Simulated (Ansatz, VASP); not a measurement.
**NaF in VASP and in Ansatz**

```
Na F
1.0
     0.00000    2.33875    2.33875
     2.33875    0.00000    2.33875
     2.33875    2.33875    0.00000
Na F
1 1
Direct
  0.00000 0.00000 0.00000
  0.50000 0.50000 0.50000
```

Alike in both runs: functional PBE; dispersion D4; k mesh 6 × 6 × 6; no spin polarisation.

Ansatz relaxed the structure, and its values are those at the end. VASP's run is a single point on that final structure, the one shown.

```csv
,VASP,Ansatz
version,VASP 6.6.1,Ansatz 0.2.0
potentials or method,"VASP PAW PBE potentials, release 64 (Na_pv, F), cutoff 520 eV","plane waves, PAW"
occupations,"gaussian, width 0.01 eV",fixed
valence electrons in the cell,14,16
```

```csv
,VASP,Ansatz,Ansatz less VASP
pressure (GPa),-0.1,0.0,+0.15
```

VASP's potentials hold 14 valence electrons a cell and Ansatz's 16, so a difference there can come from the potentials and not from the codes.
